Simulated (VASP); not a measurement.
# Cd2I3 (P-6m2) in VASP: notebook

The runs below take Cd2I3 through single point, relaxation of cell and atoms, with PBE.

Program: VASP 6.6.1. These are calculated values, not measurements. Logs are shortened: lines on timing, memory, paths and dates and some standing lists are left out, and cuts for length are marked.

## 1. The cell of the first run

The structure is hexagonal, space group P-6m2 (No. 187). The conventional cell has a = 5.143 Å, b = 5.143 Å, c = 9.545 Å, α = 90.00°, β = 90.00°, γ = 120.00°. Cd (site symmetry -6m2) has 8 I at 3.50 to 4.77 Å within 4.8 Å. Within 3.8 Å of Cd (site symmetry -6m2) lie 5 I at 2.92 to 2.97 Å. Within 3.9 Å of I (site symmetry -6m2) lie 3 Cd at 2.97 Å. Within 3.8 Å of I (site symmetry 3m) lie 4 Cd at 2.92 to 3.50 Å and 1 I at 3.70 Å.

The cell was built from a structure type or drawn by symmetry, and may not be a known phase.

## 2. Single point, PBE

The input, INCAR:

```
SYSTEM = Cd2I3
PREC = Accurate
ENCUT = 520
EDIFF = 1E-6
ISMEAR = 0
SIGMA = 0.1
LREAL = .False.
LASPH = .True.
NELM = 100
ALGO = Normal
ISIF = 2
LWAVE = .False.
LCHARG = .False.
GGA = PE
NBANDS = 30
```

The input, KPOINTS:

```
regular mesh
0
Gamma
  3 3 4
  0 0 0
```

The input, POSCAR:

```
Cd2I3
1.0
    5.1431466468      0.0000000000      0.0000000000
   -2.5715733234      4.4540956515      0.0000000000
    0.0000000000      0.0000000000      9.5450485108
Cd I
2 3
Direct
    0.3333333333      0.6666666667      0.0000000000
    0.0000000000      0.0000000000      0.5000000000
    0.3333333333      0.6666666667      0.5000000000
    0.0000000000      0.0000000000      0.1938397797
    0.0000000000      0.0000000000      0.8061602203
```

Potentials or basis: VASP PAW PBE potentials, release 64 (Cd, I).

On the command line:

```
$ cat potpaw_PBE.64/Cd/POTCAR potpaw_PBE.64/I/POTCAR > POTCAR
$ mpirun -np 1 vasp_std > vasp.out
```

OUTCAR:

```text
SYSTEM = Cd2I3
   PREC = Accurate
   ENCUT = 520
   EDIFF = 1E-6
   ISMEAR = 0
   LREAL = .False.
   LASPH = .True.
   NELM = 100
   ISIF = 2
   GGA = PE

 ion  position               nearest neighbor table
   1  0.333  0.667  0.000-   4 3.50   5 3.50   4 3.50   5 3.50   4 3.50   5 3.50
   2  0.000  0.000  0.500-   4 2.92   5 2.92   3 2.97   3 2.97   3 2.97
   3  0.333  0.667  0.500-   2 2.97   2 2.97   2 2.97
   4  0.000  0.000  0.194-   2 2.92   1 3.50   1 3.50   1 3.50
   5  0.000  0.000  0.806-   2 2.92   1 3.50   1 3.50   1 3.50

  LATTYP: Found a hexagonal cell.
 ALAT       =     5.1431466468
 C/A-ratio  =     1.8558771830

  Lattice vectors:

 A1 = (   5.1431466468,   0.0000000000,   0.0000000000)
 A2 = (  -2.5715733234,   4.4540956515,   0.0000000000)
 A3 = (   0.0000000000,   0.0000000000,   9.5450485108)

Analysis of symmetry for initial positions (statically):
=====================================================================
 Subroutine PRICEL returns:
 Original cell was already a primitive cell.

 Routine SETGRP: Setting up the symmetry group for a
 hexagonal supercell.

 Subroutine GETGRP returns: Found 12 space group operations
 (whereof 12 operations were pure point group operations)
 out of a pool of 24 trial point group operations.

The static configuration has the point symmetry D_3h.

Analysis of symmetry for dynamics (positions and initial velocities):
=====================================================================
 Subroutine PRICEL returns:
 Original cell was already a primitive cell.

 Routine SETGRP: Setting up the symmetry group for a
 hexagonal supercell.

 Subroutine GETGRP returns: Found 12 space group operations
 (whereof 12 operations were pure point group operations)
 out of a pool of 24 trial point group operations.

The dynamic configuration has the point symmetry D_3h.

 Subroutine INISYM returns: Found 12 space group operations
 (whereof 12 operations are pure point group operations),
 and found     1 'primitive' translations

----------------------------------------------------------------------------------------

                                     Primitive cell

  volume of cell :     218.6586

  direct lattice vectors                    reciprocal lattice vectors
     5.143146647  0.000000000  0.000000000     0.194433499  0.112256233  0.000000000
[... 76 lines left out ...]
   EDIFF  = 0.1E-05   stopping-criterion for ELM
   LREAL  =      F    real-space projection
   EDIFFG = 0.1E-04   stopping-criterion for IOM
   NSW    =      0    number of steps for IOM
   IBRION =     -1    ionic relax: 0-MD 1-quasi-New 2-CG
   NFREE  =      0    steps in history (QN), initial steepest desc. (CG)
   ISIF   =      2    stress and relaxation
   ISYM   =      2    0-nonsym 1-usesym 2-fastsym
   POTIM  = 0.5000    time-step for ionic-motion
   TEBEG  =    0.0;   TEEND  =   0.0 temperature during run
   PSTRESS=    0.0 pullay stress
   NELECT =      45.0000    total number of electrons
   NUPDOWN=      -1.0000    fix difference up-down
   EMIN   =  10.00;   EMAX   =-10.00  energy-range for DOS
   EFERMI =   0.00;   METHOD = LEGACY
   ISMEAR =     0;   SIGMA  =   0.10  broadening in eV -4-tet -1-fermi 0-gaus
   EFERMI_NEDOS =   21; number of points for ismear=-14 and -15
   IALGO  =     38    algorithm
   IMIX   =      4    mixing-type and parameters
     AMIX     =   0.40;   BMIX     =  1.00
     AMIX_MAG =   1.60;   BMIX_MAG =  1.00
  volume/ion in A,a.u.               =      43.73       295.12
  Fermi-wavevector in a.u.,A,eV,Ry     =   0.966548  1.826511 12.710770  0.934215
  Thomas-Fermi vector in A             =   2.096359
   LORBIT       =      0    0 simple, 1 ext, 2 COOP (PROOUT), +10 PAW based schemes
   GGA     = PE    functional components
   LHFCALC =     F    Hartree Fock is set to
   AEXX    =    0.0000 exact exchange contribution
   IVDW    =     0    specifies the selected vdW correction
   LEPSILON=     F    determine dielectric tensor
   LRPA    =     F    only Hartree local field effects (RPA)
 non-spin polarized calculation
 Gauss-broadening in eV      SIGMA  =   0.10
  energy-cutoff  :      520.00
  volume of cell :      218.66
 maximum number of plane-waves:      5952
 NGX is ok and might be reduce to    40
   NGX = 19   NGY = 19   NGZ = 35

 number of electron      45.0000011 magnetization

 Free energy of the ion-electron system (eV)
  ---------------------------------------------------
  ext. energy  EPLUGINS =         0.00000000
  ---------------------------------------------------
  free energy    TOTEN  =        -7.45035992 eV

  energy without entropy =       -7.41460764  energy(sigma->0) =       -7.43248378

 E-fermi :   1.6592     XC(G=0):  -7.5800

 val. band max:        1.6486668640   @ k =   0.3333   0.0000   0.2500
 cond. band min:       1.6625978781   @ k =   0.3333   0.0000   0.0000
 fundamental gap:      0.0139310141
 Fermi energy:         1.6591792016

 k-point     1 :       0.0000    0.0000    0.0000
  band No.  band energies     occupation
      1     -11.6012      2.00000
      2     -11.0215      2.00000
      3     -10.7606      2.00000
      4      -7.4960      2.00000
      5      -7.4960      2.00000
      6      -7.2955      2.00000
[... 286 lines left out ...]
     29       6.5943      0.00000
     30       7.0497      0.00000

------------------------ aborting loop because EDIFF is reached ----------------------------------------

  FORCE on cell =-STRESS in cart. coord.  units (eV):
  Direction    XX          YY          ZZ          XY          YZ          ZX
  --------------------------------------------------------------------------------------
  -------------------------------------------------------------------------------------
  Total       -0.1986943     -0.1986943     -0.0057475      0.0000000     -0.0000000      0.0000000
  in kB       -1.4558932     -1.4558932     -0.0421138      0.0000000     -0.0000000      0.0000000
  external PRESSURE =      -0.9846334 kB  Pullay stress =       0.0000000 kB

 VOLUME and BASIS-vectors are now :
 -----------------------------------------------------------------------------
  energy-cutoff  :      520.00
  volume of cell :      218.66
      direct lattice vectors                 reciprocal lattice vectors
     5.143146647  0.000000000  0.000000000     0.194433499  0.112256233  0.000000000
    -2.571573323  4.454095652  0.000000000     0.000000000  0.224512466  0.000000000
     0.000000000  0.000000000  9.545048511     0.000000000  0.000000000  0.104766361

 POSITION                                       TOTAL-FORCE (eV/Angst)
 -----------------------------------------------------------------------------------
     -0.00000      2.96940      0.00000        -0.000000     -0.000000      0.000000
      0.00000      0.00000      4.77252         0.000000     -0.000000      0.000000
     -0.00000      2.96940      4.77252        -0.000000     -0.000000      0.000000
      0.00000      0.00000      1.85021        -0.000000      0.000000     -0.008373
      0.00000      0.00000      7.69484        -0.000000      0.000000      0.008373
 -----------------------------------------------------------------------------------
    total drift:                                0.000000     -0.000000     -0.000000

  FREE ENERGIE OF THE ION-ELECTRON SYSTEM (eV)
  ---------------------------------------------------
  free  energy   TOTEN  =        -7.4503599232 eV

  energy  without entropy=       -7.4146076436  energy(sigma->0) =       -7.43248378
```

OSZICAR:

```text
N       E                     dE             d eps       ncg     rms          rms(c)
DAV:   1     0.284997278999E+03    0.28500E+03   -0.18762E+04   540   0.124E+03
DAV:   2     0.112532415683E+02   -0.27374E+03   -0.26510E+03   656   0.277E+02
DAV:   3    -0.773774905395E+01   -0.18991E+02   -0.18898E+02   650   0.714E+01
DAV:   4    -0.811479086335E+01   -0.37704E+00   -0.37694E+00   686   0.953E+00
DAV:   5    -0.811921492501E+01   -0.44241E-02   -0.44239E-02   634   0.118E+00    0.678E+00
DAV:   6    -0.752515629711E+01    0.59406E+00   -0.97015E-01   594   0.738E+00    0.539E+00
DAV:   7    -0.745257856358E+01    0.72578E-01   -0.46746E-01   612   0.298E+00    0.191E+00
DAV:   8    -0.745013028982E+01    0.24483E-02   -0.53203E-02   552   0.183E+00    0.629E-01
DAV:   9    -0.745035411037E+01   -0.22382E-03   -0.98275E-03   600   0.749E-01    0.105E-01
DAV:  10    -0.745019547294E+01    0.15864E-03   -0.15820E-03   576   0.361E-01    0.589E-02
DAV:  11    -0.745033544306E+01   -0.13997E-03   -0.25551E-04   564   0.908E-02    0.340E-02
DAV:  12    -0.745035584401E+01   -0.20401E-04   -0.96027E-05   590   0.745E-02    0.192E-02
DAV:  13    -0.745035950142E+01   -0.36574E-05   -0.17152E-05   564   0.322E-02    0.647E-03
DAV:  14    -0.745035992320E+01   -0.42178E-06   -0.73014E-06   588   0.156E-02
   1 F= -.74503599E+01 E0= -.74324838E+01  d E =-.357523E-01
```

Wall time 92 s (1 thread of Intel Xeon 8259CL, shared host); peak memory 0.34 GiB.

What came out:

```
Free energy            : -7.4504 eV
Pressure               : -0.1 GPa
Largest force          : 0.008 eV/Å
Band gap on the k mesh : zero (an odd number of electrons rules out a gap without spin polarisation)
```

Forces in eV/Å, atoms in the order of the input:
```
Cd   0.000  0.000  0.000
Cd   0.000  0.000  0.000
I    0.000  0.000  0.000
I    0.000  0.000 -0.008
I    0.000  0.000  0.008
```

Levels at points of the mesh, in eV from the Fermi level:
```
           k point  band 19  band 20  band 21  band 22  band 23  band 24  band 25  band 26  band 27  band 28
(0.00, 0.00, 0.00)    -2.05    -1.81    -1.81    -1.55    -1.33     0.44     3.20     3.20     3.38     4.39
(0.00, 0.00, 0.50)    -2.16    -2.16    -1.74    -1.74    -0.38     0.95     2.87     3.45     3.45     4.09
```

Caveat: the k points lie up to 0.47 Å⁻¹ apart, too coarse for converged energies and pressures of a metal; spin-orbit coupling is left out, which moves the levels of the heavy elements; an odd number of electrons without spin polarisation forces a metal; a magnetic or distorted state may lie lower.

## 3. Relaxation of cell and atoms, PBE

This run uses another cell than the first one, of 37.07 Å³/atom.

The input, INCAR:

```
SYSTEM = Cd2I3
PREC = Accurate
ENCUT = 600
EDIFF = 1E-6
ISMEAR = 0
SIGMA = 0.1
LREAL = .False.
LASPH = .True.
NELM = 60
ALGO = Normal
ISIF = 3
LWAVE = .False.
LCHARG = .False.
GGA = PE
IBRION = 2
NSW = 90
EDIFFG = -0.04
```

The input, KPOINTS:

```
Automatic mesh
0
Gamma
  3 3 4
  0 0 0
```

The input, POSCAR:

```
Cd2I3
1.0
    6.0495551200      0.0000000000      0.0000000000
   -3.0247775600      5.2390684200      0.0000000000
    0.0000000000      0.0000000000      5.8477023800
Cd I
2 3
Direct
    0.3333333300      0.6666666700      0.0000000000
    0.0000000000      0.0000000000      0.5000000000
    0.3333333300      0.6666666700      0.5000000000
    0.0000000000      0.0000000000      0.2016921100
    0.0000000000      0.0000000000      0.7983078900
```

Potentials or basis: VASP PAW PBE potentials, release 64 (Cd, I).

On the command line:

```
$ cat potpaw_PBE.64/Cd/POTCAR potpaw_PBE.64/I/POTCAR > POTCAR
$ mpirun -np 1 vasp_std > vasp.out
```

Wall time 24 min (1 thread of Intel Xeon 8259CL, shared host); peak memory 0.38 GiB.

The run converged. Its results:

```
Free energy                           : -7.3701 eV
Relaxed volume                        : 42.94 Å³/atom
Relaxed cell                          : a = 5.139 Å, b = 5.139 Å, c = 9.386 Å, α = 90.00°, β = 90.00°, γ = 120.00°
Space group after relaxing (to 0.1 Å) : P-6m2 (No. 187)
Pressure after relaxing               : 0.0 GPa
Largest force after relaxing          : 0.006 eV/Å
Band gap on the k mesh                : zero (an odd number of electrons rules out a gap without spin polarisation)
```

Forces on the atoms (eV/Å):
```
Cd   0.000  0.000  0.000
Cd   0.000  0.000  0.000
I    0.000  0.000  0.000
I    0.000  0.000  0.006
I    0.000  0.000 -0.006
```

Final structure:
```xyz
5
Lattice="5.1393 0.0000 0.0000 -2.5697 4.4508 0.0000 0.0000 0.0000 9.3865" Properties=species:S:1:pos:R:3 pbc="T T T"
Cd    0.0000    2.9672    0.0000
Cd    0.0000    0.0000    4.6932
I     0.0000    2.9672    4.6932
I     0.0000    0.0000    7.5829
I     0.0000    0.0000    1.8036
```

Levels at points of the mesh, in eV from the Fermi level:
| k point | band 20 | band 21 | band 22 | band 23 | band 24 | band 25 | band 26 | band 27 |
| --- | --- | --- | --- | --- | --- | --- | --- | --- |
| (0.00, 0.00, 0.00) | -1.86 | -1.86 | -1.55 | -1.32 | 0.40 | 3.16 | 3.16 | 3.38 |
| (0.00, 0.00, 0.50) | -2.27 | -1.78 | -1.78 | -0.42 | 1.10 | 2.82 | 4.01 | 4.01 |

Caveat: the k points lie up to 0.47 Å⁻¹ apart in the final cell, too coarse for converged energies and pressures of a metal; the volume moved by over 15 % at a fixed basis, so the end points are rough; spin-orbit coupling is left out, which moves the levels of the heavy elements; an odd number of electrons without spin polarisation forces a metal; a magnetic or distorted state may lie lower.
